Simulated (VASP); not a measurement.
# Mo (Im-3m) in VASP: single point with PBE

Aim: the single point of Mo with PBE.

Everything below comes from runs of VASP 6.6.1. Logs are shortened: lines on timing, memory, paths and dates and some standing lists are left out, and cuts for length are marked.

**1. The cell of the first run**

It takes space group Im-3m (No. 229, cubic). The conventional cell has a = 3.161 Å, b = 3.161 Å, c = 3.161 Å, α = 90.00°, β = 90.00°, γ = 90.00°. Within 3.6 Å of Mo (site symmetry m-3m) lie 14 Mo at 2.74 to 3.16 Å.

**2. Single point, PBE**

File INCAR:

```
SYSTEM = Mo
ALGO     = Normal         ! electronic algorithm
EDIFF    = 1E-6           ! SCF threshold, eV
ENCUT    = 500            ! plane-wave cutoff, eV
GGA      = PE             ! functional
GGA_COMPAT= .FALSE.      
ISIF     = 2              ! what is computed and relaxed
ISMEAR   = -1             ! smearing method
LASPH    = .TRUE.         ! aspherical terms in the spheres
LCHARG   = .FALSE.        ! write CHGCAR
LREAL    = .FALSE.        ! projectors in reciprocal space
LWAVE    = .FALSE.        ! write WAVECAR
NBANDS   = 21             ! bands
NELM     = 120            ! most SCF steps
PREC     = Accurate       ! precision mode
SIGMA    = 0.1            ! smearing width, eV
```

File KPOINTS:

```
k-points
0
G
  2 2 2
  0 0 0
```

File POSCAR:

```
Mo
1.0
    3.1610772500      0.0000000000      0.0000000000
    0.0000000000      3.1610772500      0.0000000000
    0.0000000000      0.0000000000      3.1610772500
Mo
2
Direct
    0.0000000000      0.0000000000      0.0000000000
    0.5000000000      0.5000000000      0.5000000000
```

Potentials or basis: VASP PAW PBE potentials, release 64 (Mo_sv).

Started as:

```
$ cat potpaw_PBE.64/Mo_sv/POTCAR > POTCAR
$ mpirun -np 1 vasp_std > vasp.out
```

OUTCAR:

```text
SYSTEM = Mo
   EDIFF = 1E-6
   ENCUT = 500
   GGA = PE
   ISIF = 2
   ISMEAR = -1
   LASPH = .TRUE.
   LREAL = .FALSE.
   NELM = 120
   PREC = Accurate

 ion  position               nearest neighbor table
   1  0.000  0.000  0.000-   2 2.74   2 2.74   2 2.74   2 2.74   2 2.74   2 2.74   2 2.74   2 2.74

   2  0.500  0.500  0.500-   1 2.74   1 2.74   1 2.74   1 2.74   1 2.74   1 2.74   1 2.74   1 2.74

  LATTYP: Found a simple cubic cell.
 ALAT       =     3.1610772500

  Lattice vectors:

 A1 = (   3.1610772500,   0.0000000000,   0.0000000000)
 A2 = (   0.0000000000,   3.1610772500,   0.0000000000)
 A3 = (   0.0000000000,   0.0000000000,   3.1610772500)

Analysis of symmetry for initial positions (statically):
=====================================================================
 Subroutine PRICEL returns following result:

  LATTYP: Found a body centered cubic cell.
 ALAT       =     3.1610772500

  Lattice vectors:

 A1 = (   1.5805386250,   1.5805386250,  -1.5805386250)
 A2 = (  -1.5805386250,   1.5805386250,   1.5805386250)
 A3 = (   1.5805386250,  -1.5805386250,   1.5805386250)

   2 primitive cells build up your supercell.

 Routine SETGRP: Setting up the symmetry group for a
 simple cubic supercell.

 Subroutine GETGRP returns: Found 48 space group operations
 (whereof 48 operations were pure point group operations)
 out of a pool of 48 trial point group operations.

The static configuration has the point symmetry O_h .

Analysis of symmetry for dynamics (positions and initial velocities):
=====================================================================
 Subroutine PRICEL returns following result:

  LATTYP: Found a body centered cubic cell.
 ALAT       =     3.1610772500

  Lattice vectors:

 A1 = (   1.5805386250,   1.5805386250,  -1.5805386250)
 A2 = (  -1.5805386250,   1.5805386250,   1.5805386250)
 A3 = (   1.5805386250,  -1.5805386250,   1.5805386250)

   2 primitive cells build up your supercell.

 Routine SETGRP: Setting up the symmetry group for a
 simple cubic supercell.

 Subroutine GETGRP returns: Found 48 space group operations
 (whereof 48 operations were pure point group operations)
 out of a pool of 48 trial point group operations.

The dynamic configuration has the point symmetry O_h .

 Subroutine INISYM returns: Found 48 space group operations
 (whereof 48 operations are pure point group operations),
 and found     2 'primitive' translations

----------------------------------------------------------------------------------------

                                     Primitive cell

  volume of cell :      15.7934

  direct lattice vectors                    reciprocal lattice vectors
     1.580538625  1.580538625 -1.580538625     0.316347853  0.316347853  0.000000000
    -1.580538625  1.580538625  1.580538625    -0.000000000  0.316347853  0.316347853
     1.580538625 -1.580538625  1.580538625     0.316347853  0.000000000  0.316347853

  length of vectors
     2.737573202  2.737573202  2.737573202     0.447383424  0.447383424  0.447383424

  position of ions in fractional coordinates (direct lattice)
     0.000000000  0.000000000  0.000000000

  ion indices of the primitive-cell ions
   primitive index   ion index
                 1           1

----------------------------------------------------------------------------------------

 KPOINTS: k-points

Automatic generation of k-mesh.
 Grid dimensions read from file:
 generate k-points for:    2    2    2

 Generating k-lattice:

  Cartesian coordinates                     Fractional coordinates (reciprocal lattice)
     0.158173926  0.000000000  0.000000000     0.500000000  0.000000000  0.000000000
     0.000000000  0.158173926  0.000000000     0.000000000  0.500000000  0.000000000
     0.000000000  0.000000000  0.158173926     0.000000000  0.000000000  0.500000000

  Length of vectors
     0.158173926  0.158173926  0.158173926

  Shift w.r.t. Gamma in fractional coordinates (k-lattice)
     0.000000000  0.000000000  0.000000000

 Subroutine IBZKPT returns following result:
 ===========================================

 Found      4 irreducible k-points:

 Following reciprocal coordinates:
            Coordinates               Weight
  0.000000  0.000000  0.000000      1.000000
  0.500000  0.000000  0.000000      3.000000
  0.500000  0.500000  0.000000      3.000000
  0.500000  0.500000  0.500000      1.000000
   k-points           NKPTS =      4   k-points in BZ     NKDIM =      4   number of bands    NBANDS=     21
   number of dos      NEDOS =    301   number of ions     NIONS =      2
   total plane-waves  NPLWV =  13824
   dimension x,y,z NGX =    24 NGY =   24 NGZ =   24
   dimension x,y,z NGXF=    48 NGYF=   48 NGZF=   48
   ions per type =               2
   NGX,Y,Z   is equivalent  to a cutoff of  12.62, 12.62, 12.62 a.u.
   NGXF,Y,Z  is equivalent  to a cutoff of  25.24, 25.24, 25.24 a.u.
 SYSTEM =  Mo
   PREC   = accura    normal or accurate (medium, high low for compatibility)
   ISTART =      0    job   : 0-new  1-cont  2-samecut
   ICHARG =      2    charge: 1-file 2-atom 10-const
   ISPIN  =      1    spin polarized calculation?
   LNONCOLLINEAR =      F non collinear calculations
   LSORBIT =      F    spin-orbit coupling
   LASPH  =      T    aspherical Exc in radial PAW
   ENCUT  =  500.0 eV  36.75 Ry    6.06 a.u.   5.76  5.76  5.76*2*pi/ulx,y,z
   NELM   =    120;   NELMIN=  2; NELMDL= -5     # of ELM steps
   EDIFF  = 0.1E-05   stopping-criterion for ELM
   LREAL  =      F    real-space projection
   EDIFFG = 0.1E-04   stopping-criterion for IOM
   NSW    =      0    number of steps for IOM
   IBRION =     -1    ionic relax: 0-MD 1-quasi-New 2-CG
   NFREE  =      0    steps in history (QN), initial steepest desc. (CG)
   ISIF   =      2    stress and relaxation
   ISYM   =      2    0-nonsym 1-usesym 2-fastsym
   POTIM  = 0.5000    time-step for ionic-motion
   TEBEG  =    0.0;   TEEND  =   0.0 temperature during run
   PSTRESS=    0.0 pullay stress
   NELECT =      28.0000    total number of electrons
   NUPDOWN=      -1.0000    fix difference up-down
   EMIN   =  10.00;   EMAX   =-10.00  energy-range for DOS
   EFERMI =   0.00;   METHOD = LEGACY
   ISMEAR =    -1;   SIGMA  =   0.10  broadening in eV -4-tet -1-fermi 0-gaus
   EFERMI_NEDOS =   21; number of points for ismear=-14 and -15
   IALGO  =     38    algorithm
   IMIX   =      4    mixing-type and parameters
     AMIX     =   0.40;   BMIX     =  1.00
     AMIX_MAG =   1.60;   BMIX_MAG =  1.00
  volume/ion in A,a.u.               =      15.79       106.58
  Fermi-wavevector in a.u.,A,eV,Ry     =   1.572627  2.971834 33.649327  2.473156
  Thomas-Fermi vector in A             =   2.674033
   LORBIT       =      0    0 simple, 1 ext, 2 COOP (PROOUT), +10 PAW based schemes
   GGA     = PE    functional components
   LHFCALC =     F    Hartree Fock is set to
   AEXX    =    0.0000 exact exchange contribution
   IVDW    =     0    specifies the selected vdW correction
   LEPSILON=     F    determine dielectric tensor
   LRPA    =     F    only Hartree local field effects (RPA)
 non-spin polarized calculation
  energy-cutoff  :      500.00
  volume of cell :       31.59
 maximum number of plane-waves:       840
 NGX is ok and might be reduce to    24
   NGX = 11   NGY = 11   NGZ = 11

 number of electron      28.0000007 magnetization

 Free energy of the ion-electron system (eV)
  ---------------------------------------------------
  ext. energy  EPLUGINS =         0.00000000
  ---------------------------------------------------
  free energy    TOTEN  =       -20.89721036 eV

  energy without entropy =      -20.89539769  energy(sigma->0) =      -20.89630402

 E-fermi :  12.8454     XC(G=0): -13.2586

 val. band max:       12.0495688100   @ k =   0.5000   0.0000   0.0000
 cond. band min:      13.5728752467   @ k =   0.5000   0.0000   0.0000
 fundamental gap:      1.5233064367
 Fermi energy:        12.8454181480

 k-point     1 :       0.0000    0.0000    0.0000
  band No.  band energies     occupation
      1     -48.3929      2.00000
      2     -47.9512      2.00000
      3     -22.6660      2.00000
      4     -22.6660      2.00000
      5     -22.6660      2.00000
      6     -21.7111      2.00000
[... 13 lines left out ...]
     20      21.4731      0.00000
     21      21.4731      0.00000

 k-point     2 :       0.5000    0.0000    0.0000
  band No.  band energies     occupation
      1     -48.1548      2.00000
      2     -48.1548      2.00000
      3     -22.4565      2.00000
      4     -22.4565      2.00000
      5     -22.1800      2.00000
      6     -22.1800      2.00000
[... 13 lines left out ...]
     20      16.0385      0.00000
     21      27.5655      0.00000

 k-point     3 :       0.5000    0.5000    0.0000
  band No.  band energies     occupation
      1     -48.1332      2.00000
      2     -48.1332      2.00000
      3     -23.0997      2.00000
      4     -23.0997      2.00000
      5     -22.1522      2.00000
      6     -22.1522      2.00000
[... 13 lines left out ...]
     20      17.4562      0.00000
     21      24.1500      0.00000

 k-point     4 :       0.5000    0.5000    0.5000
  band No.  band energies     occupation
      1     -48.1131      2.00000
      2     -48.1131      2.00000
      3     -22.4150      2.00000
      4     -22.4150      2.00000
      5     -22.4150      2.00000
      6     -22.4150      2.00000
[... 13 lines left out ...]
     20      22.0150      0.00000
     21      24.0263      0.00000

------------------------ aborting loop because EDIFF is reached ----------------------------------------

  FORCE on cell =-STRESS in cart. coord.  units (eV):
  Direction    XX          YY          ZZ          XY          YZ          ZX
  --------------------------------------------------------------------------------------
  -------------------------------------------------------------------------------------
  Total       -0.9481338     -0.9481338     -0.9481338      0.0000000      0.0000000      0.0000000
  in kB      -48.0922286    -48.0922286    -48.0922286      0.0000000      0.0000000      0.0000000
  external PRESSURE =     -48.0922286 kB  Pullay stress =       0.0000000 kB

 VOLUME and BASIS-vectors are now :
 -----------------------------------------------------------------------------
  energy-cutoff  :      500.00
  volume of cell :       31.59
      direct lattice vectors                 reciprocal lattice vectors
     3.161077250  0.000000000  0.000000000     0.316347853  0.000000000  0.000000000
     0.000000000  3.161077250  0.000000000     0.000000000  0.316347853  0.000000000
     0.000000000  0.000000000  3.161077250     0.000000000  0.000000000  0.316347853

 POSITION                                       TOTAL-FORCE (eV/Angst)
 -----------------------------------------------------------------------------------
      0.00000      0.00000      0.00000        -0.000000     -0.000000     -0.000000
      1.58054      1.58054      1.58054         0.000000      0.000000      0.000000
 -----------------------------------------------------------------------------------
    total drift:                                0.000000      0.000000     -0.000000

  FREE ENERGIE OF THE ION-ELECTRON SYSTEM (eV)
  ---------------------------------------------------
  free  energy   TOTEN  =       -20.8972103585 eV

  energy  without entropy=      -20.8953976880  energy(sigma->0) =      -20.89630402
```

Run time: 6.7 s. Hardware: 1 thread of Intel Xeon 8259CL, shared host; peak memory 0.13 GiB.

What came out:

```yaml
Free_energy: -20.8972 eV
Pressure: -4.8 GPa
Band_gap_on_the_k_mesh: zero (band 14 reaches 14.04 eV, above the bottom of band 15 at 12.05 eV)
```

Caveat: the k points lie up to 0.99 Å⁻¹ apart.
